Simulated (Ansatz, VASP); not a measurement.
**MoSeS in VASP and in Ansatz**

```
S Mo Se
1.0
     3.18132    0.00000    0.00000
    -1.59066    2.75511    0.00000
     0.00000    0.00000   30.20000
S Mo Se
1 1 1
Direct
  0.66667 0.33333 0.23181
  0.33333 0.66667 0.28210
  0.66667 0.33333 0.33807
```

Alike in both runs: functional LDA; k mesh 12 × 12 × 1; occupations gaussian, width 0.03 eV; no spin polarisation.

Ansatz relaxed the structure, and its values are those at the end. VASP's run is a single point on that final structure, the one shown.

```csv
,VASP,Ansatz
version,VASP 6.6.1,Ansatz 0.2.0
potentials or method,"VASP PAW LDA potentials, release 64 (S, Mo_sv, Se), cutoff 400 eV","scalar-relativistic, plane waves, PAW"
valence electrons in the cell,26,36
```

```csv
,VASP,Ansatz,Ansatz less VASP
gap on the k mesh at the Fermi level (eV),1.76,1.76,-0.004
least direct gap on the mesh (eV),1.76,1.76,-0.004
rms of the force components (eV/Å),0.034,0.000,-0.0339
```

Ansatz warns that its potentials were made for another functional, while VASP's fit it. LDA's correlation is that of Perdew and Zunger in VASP and of Perdew and Wang (1992) in Ansatz. VASP's potentials hold 26 valence electrons a cell and Ansatz's 36, so a difference there can come from the potentials and not from the codes. Ansatz's warnings: slab cell height set, structure snapped to symmetry.
